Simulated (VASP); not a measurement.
# MgTe4 (I4/m) in VASP: notebook

Runs on MgTe4. Level: PBE. Tasks: single point.

All numbers are computed with VASP 6.6.1; they aren't measurements. Logs are shortened: lines on timing, memory, paths and dates and some standing lists are left out, and cuts for length are marked.

## (1) The cell of the first run

Symmetry: I4/m, No. 87, tetragonal system. The conventional cell has a = 7.595 Å, b = 7.595 Å, c = 4.735 Å, α = 90.00°, β = 90.00°, γ = 90.00°. Mg (site symmetry 4/m) has 12 Te at 3.37 to 3.40 Å within 4.4 Å. Te (site symmetry m) has 9 Te at 3.37 to 3.40 Å and 3 Mg at 3.37 to 3.40 Å within 4.4 Å.

The cell was built from a structure type or drawn by symmetry, and may not be a known phase.

## (2) Single point, PBE

File INCAR:

```
PREC = Accurate
ENCUT = 520
EDIFF = 1E-7
ISMEAR = 0
SIGMA = 0.1
LREAL = F
LASPH = T
NELM = 60
ALGO = Normal
ISIF = 2
LWAVE = F
LCHARG = F
GGA = PE
NBANDS = 21
```

File KPOINTS:

```
regular mesh
0
Gamma
  4 4 4
```

File POSCAR:

```
MgTe4
1.0
   -3.7974056400      3.7974056400      2.3674572500
    3.7974056400     -3.7974056400      2.3674572500
    3.7974056400      3.7974056400     -2.3674572500
Mg Te
1 4
Direct
    0.0000000000      0.0000000000      0.0000000000
    0.6000000200      0.2000000000      0.8000000100
    0.8000000000      0.6000000200      0.4000000200
    0.3999999800      0.8000000000      0.1999999900
    0.2000000000      0.3999999800      0.5999999800
```

Potentials or basis: VASP PAW PBE potentials, release 64 (Mg, Te).

Launch:

```console
> cat potpaw_PBE.64/Mg/POTCAR potpaw_PBE.64/Te/POTCAR > POTCAR
> mpirun -np 1 vasp_std > vasp.out
```

OUTCAR:

```text
PREC = Accurate
   ENCUT = 520
   EDIFF = 1E-7
   ISMEAR = 0
   LREAL = F
   LASPH = T
   NELM = 60
   ISIF = 2
   GGA = PE

 ion  position               nearest neighbor table
   1  0.000  0.000  0.000-   3 3.37   3 3.37   5 3.37   5 3.37   2 3.37   4 3.37   4 3.37   2 3.37
                             3 3.40   5 3.40   4 3.40   2 3.40
   2  0.600  0.200  0.800-   4 3.37   4 3.37   3 3.37   1 3.37   5 3.37   3 3.37   1 3.37   5 3.37
                             1 3.40   4 3.40   5 3.40   3 3.40
   3  0.800  0.600  0.400-   5 3.37   5 3.37   2 3.37   1 3.37   1 3.37   4 3.37   2 3.37   4 3.37
                             1 3.40   4 3.40   2 3.40   5 3.40
   4  0.400  0.800  0.200-   2 3.37   2 3.37   5 3.37   1 3.37   3 3.37   5 3.37   1 3.37   3 3.37
                             1 3.40   2 3.40   3 3.40   5 3.40
   5  0.200  0.400  0.600-   3 3.37   3 3.37   4 3.37   1 3.37   1 3.37   2 3.37   4 3.37   2 3.37
                             1 3.40   2 3.40   4 3.40   3 3.40

  LATTYP: Found a body centered tetragonal cell.
 ALAT       =     7.5948112800
 C/A-ratio  =     0.6234407052

  Lattice vectors:

 A1 = (  -3.7974056400,   3.7974056400,   2.3674572500)
 A2 = (   3.7974056400,  -3.7974056400,   2.3674572500)
 A3 = (   3.7974056400,   3.7974056400,  -2.3674572500)

Analysis of symmetry for initial positions (statically):
=====================================================================
 Subroutine PRICEL returns:
 Original cell was already a primitive cell.

 Routine SETGRP: Setting up the symmetry group for a
 body centered tetragonal supercell.

 Subroutine GETGRP returns: Found  8 space group operations
 (whereof  8 operations were pure point group operations)
 out of a pool of 16 trial point group operations.

The static configuration has the point symmetry C_4h.

Analysis of symmetry for dynamics (positions and initial velocities):
=====================================================================
 Subroutine PRICEL returns:
 Original cell was already a primitive cell.

 Routine SETGRP: Setting up the symmetry group for a
 body centered tetragonal supercell.

 Subroutine GETGRP returns: Found  8 space group operations
 (whereof  8 operations were pure point group operations)
 out of a pool of 16 trial point group operations.

The dynamic configuration has the point symmetry C_4h.

 Subroutine INISYM returns: Found  8 space group operations
 (whereof  8 operations are pure point group operations),
 and found     1 'primitive' translations

----------------------------------------------------------------------------------------

                                     Primitive cell

  volume of cell :     136.5577

  direct lattice vectors                    reciprocal lattice vectors
    -3.797405640  3.797405640  2.367457250     0.000000000  0.131668841  0.211197055
     3.797405640 -3.797405640  2.367457250     0.131668841  0.000000000  0.211197055
     3.797405640  3.797405640 -2.367457250     0.131668841  0.131668841  0.000000000

  length of vectors
     5.869023174  5.869023174  5.869023174     0.248879248  0.248879248  0.186207861

  position of ions in fractional coordinates (direct lattice)
     0.000000000  0.000000000  0.000000000
     0.600000020  0.200000000  0.800000010
     0.800000000  0.600000020  0.400000020
     0.399999980  0.800000000  0.199999990
     0.200000000  0.399999980  0.599999980

  ion indices of the primitive-cell ions
   primitive index   ion index
                 1           1
                 2           2
                 3           3
                 4           4
                 5           5

----------------------------------------------------------------------------------------

 KPOINTS: regular mesh

Automatic generation of k-mesh.
 Grid dimensions read from file:
 generate k-points for:    4    4    4

 Generating k-lattice:

  Cartesian coordinates                     Fractional coordinates (reciprocal lattice)
     0.000000000  0.032917210  0.052799264     0.250000000  0.000000000  0.000000000
     0.032917210  0.000000000  0.052799264     0.000000000  0.250000000  0.000000000
     0.032917210  0.032917210  0.000000000     0.000000000  0.000000000  0.250000000

  Length of vectors
     0.062219812  0.062219812  0.046551965

  Shift w.r.t. Gamma in fractional coordinates (k-lattice)
     0.000000000  0.000000000  0.000000000

 Subroutine IBZKPT returns following result:
 ===========================================

 Found     14 irreducible k-points:

 Following reciprocal coordinates:
            Coordinates               Weight
  0.000000  0.000000  0.000000      1.000000
  0.250000  0.000000 -0.000000      8.000000
  0.500000  0.000000 -0.000000      4.000000
  0.250000  0.250000 -0.000000      8.000000
  0.500000  0.250000  0.000000      8.000000
 -0.250000  0.500000 -0.000000      8.000000
 -0.250000  0.250000  0.000000      4.000000
  0.500000  0.500000 -0.000000      2.000000
  0.250000  0.250000  0.250000      2.000000
 -0.250000  0.250000  0.250000      4.000000
  0.500000  0.500000  0.250000      4.000000
 -0.250000  0.500000  0.250000      8.000000
 -0.250000 -0.250000  0.250000      2.000000
  0.500000  0.500000  0.500000      1.000000
   k-points           NKPTS =     14   k-points in BZ     NKDIM =     14   number of bands    NBANDS=     21
   number of dos      NEDOS =    301   number of ions     NIONS =      5
   total plane-waves  NPLWV = 110592
   dimension x,y,z NGX =    48 NGY =   48 NGZ =   48
   dimension x,y,z NGXF=    96 NGYF=   96 NGZF=   96
   ions per type =               1   4
   NGX,Y,Z   is equivalent  to a cutoff of  13.60, 13.60, 13.60 a.u.
   NGXF,Y,Z  is equivalent  to a cutoff of  27.19, 27.19, 27.19 a.u.
 SYSTEM =  unknown system
   PREC   = accura    normal or accurate (medium, high low for compatibility)
   ISTART =      0    job   : 0-new  1-cont  2-samecut
   ICHARG =      2    charge: 1-file 2-atom 10-const
   ISPIN  =      1    spin polarized calculation?
   LNONCOLLINEAR =      F non collinear calculations
   LSORBIT =      F    spin-orbit coupling
   LASPH  =      T    aspherical Exc in radial PAW
   ENCUT  =  520.0 eV  38.22 Ry    6.18 a.u.  10.91 10.91 10.91*2*pi/ulx,y,z
   NELM   =     60;   NELMIN=  2; NELMDL= -5     # of ELM steps
   EDIFF  = 0.1E-06   stopping-criterion for ELM
   LREAL  =      F    real-space projection
   EDIFFG = 0.1E-05   stopping-criterion for IOM
   NSW    =      0    number of steps for IOM
   IBRION =     -1    ionic relax: 0-MD 1-quasi-New 2-CG
   NFREE  =      0    steps in history (QN), initial steepest desc. (CG)
   ISIF   =      2    stress and relaxation
   ISYM   =      2    0-nonsym 1-usesym 2-fastsym
   POTIM  = 0.5000    time-step for ionic-motion
   TEBEG  =    0.0;   TEEND  =   0.0 temperature during run
   PSTRESS=    0.0 pullay stress
   NELECT =      26.0000    total number of electrons
   NUPDOWN=      -1.0000    fix difference up-down
   EMIN   =  10.00;   EMAX   =-10.00  energy-range for DOS
   EFERMI =   0.00;   METHOD = LEGACY
   ISMEAR =     0;   SIGMA  =   0.10  broadening in eV -4-tet -1-fermi 0-gaus
   EFERMI_NEDOS =   21; number of points for ismear=-14 and -15
   IALGO  =     38    algorithm
   IMIX   =      4    mixing-type and parameters
     AMIX     =   0.40;   BMIX     =  1.00
     AMIX_MAG =   1.60;   BMIX_MAG =  1.00
  volume/ion in A,a.u.               =      27.31       184.31
  Fermi-wavevector in a.u.,A,eV,Ry     =   0.941804  1.779752 12.068299  0.886995
  Thomas-Fermi vector in A             =   2.069351
   LORBIT       =      0    0 simple, 1 ext, 2 COOP (PROOUT), +10 PAW based schemes
   GGA     = PE    functional components
   LHFCALC =     F    Hartree Fock is set to
   AEXX    =    0.0000 exact exchange contribution
   IVDW    =     0    specifies the selected vdW correction
   LEPSILON=     F    determine dielectric tensor
   LRPA    =     F    only Hartree local field effects (RPA)
 non-spin polarized calculation
 Gauss-broadening in eV      SIGMA  =   0.10
  energy-cutoff  :      520.00
  volume of cell :      136.56
 maximum number of plane-waves:      3693
 NGX is ok and might be reduce to    48
   NGX = 21   NGY = 21   NGZ = 21

 number of electron      26.0000000 magnetization

 Free energy of the ion-electron system (eV)
  ---------------------------------------------------
  ext. energy  EPLUGINS =         0.00000000
  ---------------------------------------------------
  free energy    TOTEN  =       -13.23435729 eV

  energy without entropy =      -13.21355119  energy(sigma->0) =      -13.22395424

 E-fermi :   7.1314     XC(G=0):  -9.7943

 val. band max:        7.1160318920   @ k =   0.5000   0.5000   0.2500
 cond. band min:       7.1521413053   @ k =  -0.2500   0.2500   0.2500
 fundamental gap:      0.0361094132
 Fermi energy:         7.1314050916

 k-point     1 :       0.0000    0.0000    0.0000
  band No.  band energies     occupation
      1      -6.5245      2.00000
      2      -3.1413      2.00000
      3      -3.0941      2.00000
      4      -3.0941      2.00000
      5       2.0302      2.00000
      6       2.8378      2.00000
[... 13 lines left out ...]
     20      12.5193      0.00000
     21      14.8294      0.00000

 k-point     2 :       0.2500    0.0000   -0.0000
  band No.  band energies     occupation
      1      -6.0490      2.00000
      2      -3.6420      2.00000
      3      -3.3902      2.00000
      4      -3.0417      2.00000
      5       1.7827      2.00000
      6       2.3022      2.00000
[... 13 lines left out ...]
     20      12.4366      0.00000
     21      12.8376      0.00000

 k-point     3 :       0.5000    0.0000   -0.0000
  band No.  band energies     occupation
      1      -4.9217      2.00000
      2      -4.5578      2.00000
      3      -3.7528      2.00000
      4      -3.3556      2.00000
      5       1.3171      2.00000
      6       1.8231      2.00000
[... 13 lines left out ...]
     20      12.4361      0.00000
     21      14.4449      0.00000
[... 217 lines left out ...]
 k-point    13 :      -0.2500   -0.2500    0.2500
  band No.  band energies     occupation
      1      -5.1955      2.00000
      2      -3.7989      2.00000
      3      -3.7822      2.00000
      4      -3.7822      2.00000
      5       1.7811      2.00000
      6       1.8024      2.00000
[... 13 lines left out ...]
     20      11.9418      0.00000
     21      13.0812      0.00000

 k-point    14 :       0.5000    0.5000    0.5000
  band No.  band energies     occupation
      1      -4.7471      2.00000
      2      -4.6687      2.00000
      3      -4.6687      2.00000
      4      -3.2472      2.00000
      5       1.8651      2.00000
      6       2.1533      2.00000
[... 13 lines left out ...]
     20      11.4303      0.00000
     21      11.6121      0.00000

------------------------ aborting loop because EDIFF is reached ----------------------------------------

  FORCE on cell =-STRESS in cart. coord.  units (eV):
  Direction    XX          YY          ZZ          XY          YZ          ZX
  --------------------------------------------------------------------------------------
  -------------------------------------------------------------------------------------
  Total        1.1836794      1.1836794     -1.1895006     -0.0000001      0.0000000      0.0000000
  in kB       13.8876437     13.8876437    -13.9559406     -0.0000006      0.0000000      0.0000000
  external PRESSURE =       4.6064489 kB  Pullay stress =       0.0000000 kB

 VOLUME and BASIS-vectors are now :
 -----------------------------------------------------------------------------
  energy-cutoff  :      520.00
  volume of cell :      136.56
      direct lattice vectors                 reciprocal lattice vectors
    -3.797405640  3.797405640  2.367457250     0.000000000  0.131668841  0.211197055
     3.797405640 -3.797405640  2.367457250     0.131668841  0.000000000  0.211197055
     3.797405640  3.797405640 -2.367457250     0.131668841  0.131668841  0.000000000

 POSITION                                       TOTAL-FORCE (eV/Angst)
 -----------------------------------------------------------------------------------
      0.00000      0.00000      0.00000        -0.000000     -0.000000     -0.000000
      1.51896      4.55689      0.00000        -0.039004      0.320662      0.000000
      0.75948      2.27844      2.36746         0.320662      0.039004     -0.000000
      2.27844     -0.75948      2.36746         0.039004     -0.320662     -0.000000
      3.03792      1.51896      0.00000        -0.320662     -0.039004      0.000000
 -----------------------------------------------------------------------------------
    total drift:                               -0.000000      0.000000      0.000000

  FREE ENERGIE OF THE ION-ELECTRON SYSTEM (eV)
  ---------------------------------------------------
  free  energy   TOTEN  =       -13.2343572917 eV

  energy  without entropy=      -13.2135511855  energy(sigma->0) =      -13.22395424
```

Run time: 26 s. Hardware: 1 thread of Intel Xeon 6975P-C (Granite Rapids), shared host; peak memory 0.31 GiB.

Results:

* Free energy: -13.2344 eV
* Pressure: 0.5 GPa
* Largest force: 0.323 eV/Å
* Band gap on the k mesh: zero (bands 13 and 14 overlap by 0.82 eV)

Forces on the atoms (eV/Å):
```
Mg   0.000  0.000  0.000
Te  -0.039  0.321  0.000
Te   0.321  0.039  0.000
Te   0.039 -0.321  0.000
Te  -0.321 -0.039  0.000
```

Levels at points of the mesh, in eV from the Fermi level:
| k point | band 10 | band 11 | band 12 | band 13 | band 14 | band 15 | band 16 | band 17 |
| --- | --- | --- | --- | --- | --- | --- | --- | --- |
| (0.00, 0.00, 0.00) | -2.91 | -2.91 | -1.10 | -1.06 | -0.17 | 0.48 | 0.48 | 0.52 |
| (0.50, 0.00, 0.00) | -2.46 | -1.41 | -0.76 | 0.13 | 0.75 | 0.95 | 1.25 | 2.14 |
| (0.50, 0.50, 0.00) | -2.86 | -0.86 | -0.66 | -0.42 | -0.31 | 0.49 | 1.36 | 2.48 |
| (0.50, 0.50, 0.50) | -0.70 | -0.68 | -0.68 | -0.44 | -0.44 | 0.32 | 0.49 | 1.83 |

Caveat: the k points lie up to 0.39 Å⁻¹ apart, too coarse for converged energies and pressures of a metal; spin-orbit coupling is left out, which moves the levels of the heavy elements.

## (3) Single point, PBE

This run uses another cell than the first one, of 37.57 Å³/atom.

File INCAR:

```
SYSTEM = MgTe4
PREC = Accurate ; ENCUT = 520
EDIFF = 1E-6 ; ISMEAR = 0
SIGMA = 0.1 ; LREAL = .False.
LASPH = .True. ; NELM = 60
ALGO = Normal ; ISIF = 2
LWAVE = .False. ; LCHARG = .True.
GGA = PE ; LELF = .True.
LVHAR = .True. ; NBANDS = 21
```

File KPOINTS:

```
Automatic mesh
0
Gamma
  10 10 10
  0 0 0
```

File POSCAR:

```
MgTe4
1.0
   -4.3271381672      4.3271381672      2.5078769955
    4.3271381672     -4.3271381672      2.5078769955
    4.3271381672      4.3271381672     -2.5078769955
Mg Te
1 4
Direct
    0.0000000000      0.0000000000      0.0000000000
    0.7116079022      0.1752140012      0.8868219035
    0.8247859988      0.7116079022      0.5363939010
    0.2883920978      0.8247859988      0.1131780965
    0.1752140012      0.2883920978      0.4636060990
```

Potentials or basis: VASP PAW PBE potentials, release 64 (Mg, Te).

Launch:

```console
> cat potpaw_PBE.64/Mg/POTCAR potpaw_PBE.64/Te/POTCAR > POTCAR
> mpirun -np 1 vasp_std > vasp.out
```

Wall time 5 min (1 thread of Intel Xeon 6975P-C (Granite Rapids), shared host); peak memory 0.69 GiB.

The run converged. Its results:

```
Free energy            : -14.5952 eV
Pressure               : 0.0 GPa
Largest force          : 0.008 eV/Å
Band gap on the k mesh : zero (bands 13 and 14 overlap by 2.09 eV)
```

Forces on the atoms (eV/Å):
```
Mg   0.000  0.000  0.000
Te  -0.008  0.002  0.000
Te   0.002  0.008  0.000
Te   0.008 -0.002  0.000
Te  -0.002 -0.008  0.000
```

Levels at points of the mesh, in eV from the Fermi level:
```csv
k point,band 12,band 13,band 14,band 15,band 16,band 17
"(0.00, 0.00, 0.00)",-0.86,-0.86,-0.25,0.68,1.27,1.70
"(0.50, 0.00, 0.00)",-1.30,1.44,1.48,1.82,2.12,2.23
"(0.50, 0.50, 0.00)",-0.70,-0.57,-0.26,1.53,1.55,2.38
"(0.50, 0.50, 0.50)",-0.56,-0.56,-0.31,1.52,1.52,3.02
```

Caveat: spin-orbit coupling is left out, which moves the levels of the heavy elements.

## (4) Single point, PBE

This run uses another cell than the first one, of 37.57 Å³/atom.

File INCAR:

```
PREC = Accurate
ENCUT = 520
EDIFF = 1E-7
ISMEAR = 0
SIGMA = 0.1
LREAL = False
LASPH = True
NELM = 60
ALGO = Normal
ISIF = 2
LWAVE = False
LCHARG = False
GGA = PE
NBANDS = 21
```

File KPOINTS:

```
regular mesh
0
Gamma
  10 10 10
```

POSCAR: that of step 3 with these lines changed.

```diff
@@ -9,3 +9,3 @@
     0.0000000000      0.0000000000      0.0000000000
-    0.7116079022      0.1752140012      0.8868219035
+    0.7116079022      0.1752140012      0.8868219034
     0.8247859988      0.7116079022      0.5363939010
```

Launch:

```console
> cat potpaw_PBE.64/Mg/POTCAR potpaw_PBE.64/Te/POTCAR > POTCAR
> mpirun -np 1 vasp_std > vasp.out
```

It took 4.6 min on 1 thread of Intel Xeon 6975P-C (Granite Rapids), shared host; peak memory 0.7 GiB.

Results (log left out):

- Free energy: -14.5952 eV
- Pressure: 0.0 GPa
- Largest force: 0.008 eV/Å
- Band gap on the k mesh: zero (bands 13 and 14 overlap by 2.09 eV)

Forces on the atoms (eV/Å):
```
Mg   0.000  0.000  0.000
Te  -0.008  0.002  0.000
Te   0.002  0.008  0.000
Te   0.008 -0.002  0.000
Te  -0.002 -0.008  0.000
```

Levels at points of the mesh, in eV from the Fermi level:
```tsv
k point	band 12	band 13	band 14	band 15	band 16	band 17
(0.00, 0.00, 0.00)	-0.86	-0.86	-0.25	0.68	1.27	1.70
(0.50, 0.00, 0.00)	-1.30	1.44	1.48	1.82	2.12	2.23
(0.50, 0.50, 0.00)	-0.70	-0.57	-0.26	1.53	1.55	2.38
(0.50, 0.50, 0.50)	-0.56	-0.56	-0.31	1.52	1.52	3.02
```

Caveat: spin-orbit coupling is left out, which moves the levels of the heavy elements.
